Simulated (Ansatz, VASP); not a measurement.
## BaZrO3: VASP beside Ansatz

File INCAR:

```
  PREC = Accurate
  ENCUT = 520
  EDIFF = 1E-6
  ISMEAR = 0
  SIGMA = 0.05
  LREAL = False
  LASPH = True
  NELM = 80
  ALGO = Normal
  ISIF = 2
  LWAVE = False
  LCHARG = True
  GGA = PE
  LELF = True
  LVHAR = True
  NBANDS = 28
```

File KPOINTS:

```
regular mesh
0
Gamma
  6 6 6
```

Contents of POSCAR:

```
BaZrO3
1.0
    3.7633500000      0.0000000000      0.0000000000
    0.0000000000      3.7633500000      0.0000000000
    0.0000000000      0.0000000000      4.1815000000
Ba Zr O
1 1 3
Direct
    0.5000000000      0.5000000000      0.5000000000
    0.0000000000      0.0000000000      0.0000000000
    0.5000000000      0.0000000000      0.0000000000
    0.0000000000      0.5000000000      0.0000000000
    0.0000000000      0.0000000000      0.5000000000
```

Input for Ansatz:

```yaml
crystal:
  lattice:
    - [3.76335, 0.0, 0.0]
    - [0.0, 3.76335, 0.0]
    - [0.0, 0.0, 4.1815]
  atoms:
    - { symbol: Ba, position: [0.5, 0.5, 0.5] }
    - { symbol: Zr, position: [0.0, 0.0, 0.0] }
    - { symbol: O, position: [0.5, 0.0, 0.0] }
    - { symbol: O, position: [0.0, 0.5, 0.0] }
    - { symbol: O, position: [0.0, 0.0, 0.5] }
basis:
  ecutwfc: 420
kpoints:
  mp_grid: { grid: [6, 6, 6] }
hamiltonian:
  xc: pbe
scf:
  occupations: { method: gaussian, width: 0.05 }
output:
  forces: true
  stress: true
  eigenvalues: true
```

Change from the starting cell: strain -0.1000 x Voigt [1, 1, 0, 0, 0, 0], atoms carried along.

Alike in both runs: task single point; functional PBE; k mesh 6 × 6 × 6; occupations gaussian, width 0.05 eV; no spin polarisation.

|  | VASP | Ansatz |
| --- | --- | --- |
| version | VASP 6.6.1 | Ansatz 0.2.0 |
| potentials or method | VASP PAW PBE potentials, release 64 (Ba_sv, Zr_sv, O), cutoff 520 eV | scalar-relativistic, plane waves, PAW |
| valence electrons in the cell | 40 | 40 |

```csv
,VASP,Ansatz,Ansatz less VASP
gap on the k mesh at the Fermi level (eV),2.82,2.86,+0.045
least direct gap on the mesh (eV),2.82,2.86,+0.045
pressure (GPa),69.7,66.9,-2.72
"traceless stress, the component that is largest in VASP (GPa)",-36.24,-35.40,+0.832
```

Both programs put the cell under a high pressure, so it lies far from rest at this level.

Neither program's run includes spin-orbit coupling. Noted on VASP's run: the cell as given lies far from equilibrium.
